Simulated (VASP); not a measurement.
Write the native input for VASP 6.6.1 that does the following.

```yaml
Task: single point
Functional: PBE
Potentials_or_basis: VASP PAW PBE potentials, release 64 (Ta_pv, Si, F)
Cutoff: 520 eV
k_mesh: 6 × 6 × 4
Occupations: gaussian, width 0.1 eV
Spin: no spin polarisation
Dipole_correction: no
Further_INCAR_settings: ALGO = Normal; EDIFF = 1e-06; NBANDS = 18
```

The structure of TaSiF lies in POSCAR:

```
TaSiF
1.0
    3.0253579200      0.0000000000      0.0000000000
    0.0000000000      3.0253579200      0.0000000000
    0.0000000000      0.0000000000      5.7810825800
Ta Si F
1 1 1
Direct
    0.0000000000      0.0000000000      0.0000000000
    0.0000000000      0.0000000000      0.5000000000
    0.5000000000      0.5000000000      0.5000000000
```

The input as run:

INCAR

```
PREC     = Accurate       # precision mode
ENCUT    = 520            # plane-wave cutoff, eV
EDIFF    = 1E-6           # SCF threshold, eV
ISMEAR   = 0              # smearing method
SIGMA    = 0.1            # smearing width, eV
LREAL    = F              # projectors in reciprocal space
LASPH    = T              # aspherical terms in the spheres
NELM     = 60             # most SCF steps
ALGO     = Normal         # electronic algorithm
ISIF     = 2              # what is computed and relaxed
LWAVE    = F              # write WAVECAR
LCHARG   = T              # write CHGCAR
GGA      = PE             # functional
LELF     = T              # ELF
LVHAR    = T            
NBANDS   = 18             # bands
```

KPOINTS

```
regular mesh
0
Gamma
  6 6 4
```

Potentials or basis: VASP PAW PBE potentials, release 64 (Ta_pv, Si, F).

Command:

```console
$ cat potpaw_PBE.64/Ta_pv/POTCAR potpaw_PBE.64/Si/POTCAR potpaw_PBE.64/F/POTCAR > POTCAR
$ mpirun -np 1 vasp_std > vasp.out
```

Results of the run:

```yaml
Pressure: -5.2 GPa
Band_gap_on_the_k_mesh: zero (band 11 reaches 4.89 eV, above the bottom of band 12 at 4.00 eV)
```

Caveat: spin-orbit coupling is left out, which moves the levels of the heavy elements.

Wall time 11 s on 1 thread of Intel(R) Xeon(R) 6975P-C (Granite Rapids), with other jobs on the host, peak memory 0.18 GiB.
